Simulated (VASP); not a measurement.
A run of VASP 6.6.1:

Contents of POSCAR:

```
Ba2CaMoO6
1.0
    0.0000000000      4.0752016468      4.0752016468
    4.0752016468      0.0000000000      4.0752016468
    4.0752016468      4.0752016468      0.0000000000
Ba Ca Mo O
2 1 1 6
Direct
    0.2500000000      0.2500000000      0.2500000000
    0.7500000000      0.7500000000      0.7500000000
    0.0000000000      0.0000000000      0.0000000000
    0.5000000000      0.5000000000      0.5000000000
    0.7281400000      0.2718600000      0.2718600000
    0.2718600000      0.7281400000      0.2718600000
    0.2718600000      0.7281400000      0.7281400000
    0.7281400000      0.2718600000      0.7281400000
    0.2718600000      0.2718600000      0.7281400000
    0.7281400000      0.7281400000      0.2718600000
```

Contents of INCAR.step1:

```
SYSTEM = Ba2CaMoO6
ALGO = Normal
EDIFF = 1E-4
ENCUT = 520
GGA = PE
ISMEAR = 0
LASPH = .True.
LCHARG = .False.
LREAL = .False.
LWAVE = .True.
NBANDS = 51
NELM = 100
PREC = Accurate
SIGMA = 0.01
```

The input INCAR.step2:

```
SYSTEM = Ba2CaMoO6
ALGO = Normal
EDIFF = 1E-7
ENCUT = 520
ISIF = 2
ISMEAR = 0
ISTART = 1
LASPH = .True.
LCHARG = .False.
LMIXTAU = .True.
LREAL = .False.
LWAVE = .False.
METAGGA = R2SCAN
NBANDS = 51
NELM = 100
PREC = Accurate
SIGMA = 0.01
```

Contents of KPOINTS:

```
k-points
0
Gamma
  5 5 5
  0 0 0
```

Potentials or basis: VASP PAW PBE potentials, release 64 (Ba_sv, Ca_sv, Mo_sv, O).

Command:

```console
$ cat potpaw_PBE.64/Ba_sv/POTCAR potpaw_PBE.64/Ca_sv/POTCAR potpaw_PBE.64/Mo_sv/POTCAR potpaw_PBE.64/O/POTCAR > POTCAR
$ cp INCAR.step1 INCAR
$ mpirun -np 1 vasp_std > vasp.out
$ cp INCAR.step2 INCAR
$ mpirun -np 1 vasp_std > vasp.out
```

Hardware: 1 thread of Oxide Virtual Turin-like Processor (shared host).

**Question.** Estimate the wall time of this run.

**Answer.** It took 9.7 min on 1 thread of Oxide Virtual Turin-like Processor, with other jobs on the host, peak memory 0.37 GiB. Counts: k points 10.
